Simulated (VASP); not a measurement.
A run of VASP 6.6.1 is set up as follows.

INCAR

```
SYSTEM = AlO4
PREC = Accurate ; ENCUT = 600
EDIFF = 1E-7 ; ISMEAR = 0
SIGMA = 0.1 ; LREAL = .FALSE.
LASPH = .TRUE. ; NELM = 150
ALGO = Normal ; ISIF = 3
LWAVE = .FALSE. ; LCHARG = .FALSE.
ISPIN = 2 ; MAGMOM = 0 1 1 1 1
LORBIT = 11 ; GGA = PE
IBRION = 2 ; NSW = 90
EDIFFG = -0.04
```

KPOINTS

```
Automatic mesh
0
G
  6 6 4
  0 0 0
```

File POSCAR:

```
AlO4
1.0
    4.0777183900      0.0000000000      0.0000000000
   -2.0388591900      3.5314077100      0.0000000000
    0.0000000000      0.0000000000      4.0155346700
Al O
1 4
Direct
    0.0000000000      0.0000000000      0.5244418600
    0.5000000000      0.0000000000      0.5635511700
    0.0000000000      0.5000000000      0.5635511700
    0.5000000000      0.5000000000      0.5635511700
    0.0000000000      0.0000000000      0.0505333300
```

Potentials or basis: VASP PAW PBE potentials, release 64 (Al, O).

Command:

```sh
$ cat potpaw_PBE.64/Al/POTCAR potpaw_PBE.64/O/POTCAR > POTCAR
$ mpirun -np 1 vasp_std > vasp.out
```

(1) What does it give for the relaxed cell?

(2) Predict the space group after relaxing (to 0.1 Å).

## Answers

(1) a = 4.072 Å, b = 4.072 Å, c = 3.594 Å, α = 90.00°, β = 90.00°, γ = 120.00°.

(2) P6/mmm (No. 191).

Caveat: the k points lie up to 0.44 Å⁻¹ apart in the final cell.
